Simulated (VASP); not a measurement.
**Pt: single point with r2SCAN**

The system is Pt.

```
CELL_PARAMETERS angstrom
0.00000 1.96900 1.96900
1.96900 0.00000 1.96900
1.96900 1.96900 0.00000
ATOMIC_POSITIONS crystal
Pt 0.00000 0.00000 0.00000
```

```json
{"Program": "VASP 6.6.1", "Task": "single point", "Functional": "r2SCAN", "Potentials or basis": "VASP PAW PBE potentials, release 64 (Pt)", "Cutoff": "520 eV", "k mesh": "12 × 12 × 12", "Occupations": "gaussian, width 0.1 eV", "Spin": "no spin polarisation", "Dipole correction": "no", "Further INCAR settings": "ALGO = Normal; EDIFF = 1e-07; NBANDS = 11"}
```

The pressure is 1.3 GPa. The band gap on the k mesh is zero (band 5 reaches 11.31 eV, above the bottom of band 6 at 8.98 eV).

Levels at points of the mesh, in eV from the Fermi level:
```
           k point  band 3  band 4  band 5  band 6  band 7  band 8
(0.00, 0.00, 0.00)   -3.85   -3.85   -1.73   -1.73   15.49   20.59
(0.50, 0.00, 0.00)   -3.95   -0.27    0.01    0.01    6.05   15.13
(0.50, 0.50, 0.00)   -0.07    0.50    0.50    1.95    9.19   11.96
```

Run time: 2.1 min on 1 thread of AMD EPYC 7R13, on a shared host, peak memory 0.12 GiB.

Caveat: the PAW data sets were made with another functional, which shifts forces and pressure a little; spin-orbit coupling is left out, which moves the levels of the heavy elements.
